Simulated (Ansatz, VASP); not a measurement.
One calculation of Ga2O3, two programs

Contents of INCAR:

```
SYSTEM = Ga2O3
PREC = Accurate
ENCUT = 600
EDIFF = 1E-6
ISMEAR = -1
SIGMA = 0.05
LREAL = .False.
LASPH = .True.
NELM = 100
ALGO = Normal
ISIF = 3
LWAVE = .False.
LCHARG = .False.
GGA = PE
IBRION = 2
NSW = 80
EDIFFG = -0.02
```

Contents of KPOINTS:

```
Automatic mesh
0
Gamma
  7 7 4
  0 0 0
```

File POSCAR:

```
Ga2O3
1.0
    6.1070000000     -1.5185500000      0.0000000000
    6.1070000000      1.5185500000      0.0000000000
   -1.3859888959      0.0000000000      5.6300087380
Ga O
4 6
Direct
    0.3413400000      0.3413400000      0.6859800000
    0.6586600000      0.6586600000      0.3140200000
    0.9095000000      0.9095000000      0.2054000000
    0.0905000000      0.0905000000      0.7946000000
    0.5041000000      0.5041000000      0.7434000000
    0.4959000000      0.4959000000      0.2566000000
    0.8267000000      0.8267000000      0.4368000000
    0.1733000000      0.1733000000      0.5632000000
    0.8355000000      0.8355000000      0.8902000000
    0.1645000000      0.1645000000      0.1098000000
```

The input input.yaml:

```yaml
crystal:
  lattice:
    - [6.107, -1.51855, 0.0]
    - [6.107, 1.51855, 0.0]
    - [-1.3859888959, 0.0, 5.630008738]
  atoms:
    - { symbol: Ga, position: [0.34134, 0.34134, 0.68598] }
    - { symbol: Ga, position: [0.65866, 0.65866, 0.31402] }
    - { symbol: Ga, position: [0.9095, 0.9095, 0.2054] }
    - { symbol: Ga, position: [0.0905, 0.0905, 0.7946] }
    - { symbol: O, position: [0.5041, 0.5041, 0.7434] }
    - { symbol: O, position: [0.4959, 0.4959, 0.2566] }
    - { symbol: O, position: [0.8267, 0.8267, 0.4368] }
    - { symbol: O, position: [0.1733, 0.1733, 0.5632] }
    - { symbol: O, position: [0.8355, 0.8355, 0.8902] }
    - { symbol: O, position: [0.1645, 0.1645, 0.1098] }
kpoints:
  mp_grid: { grid: [7, 7, 4] }
scf:
  occupations: { method: fermi_dirac, width: 0.05 }
hamiltonian:
  xc: pbe
  pseudopotentials: { kind: all_electron, lapw: { basis_error: 0.002 } }
output:
  forces: true
  stress: true
relax:
  f_tol: 0.02
  max_steps: 60
  cell: {}
```

Alike in both runs: task relaxation of cell and atoms; functional PBE; k mesh 7 × 7 × 4; occupations fermi-dirac, width 0.05 eV; no spin polarisation.

```csv
,VASP,Ansatz
version,VASP 6.6.1,Ansatz 0.2.0
potentials or method,"VASP PAW PBE potentials, release 64 (Ga_d, O), cutoff 600 eV","all-electron LAPW, scalar-relativistic"
```

VASP gave:

| Quantity | Value |
| --- | --- |
| relaxed volume (Å³/atom) | 10.98 |
| relaxed cell length with the largest relative difference (Å) | 5.882 |

What did Ansatz give for the same quantities?

Relaxed volume (Å³/atom): 10.96; relaxed cell length with the largest relative difference (Å): 5.876.

Ansatz ran all-electron here, and VASP with PAW potentials.

Noted on Ansatz's run: the k mesh is thin for a metal, which can move the energy by tens of meV per atom.
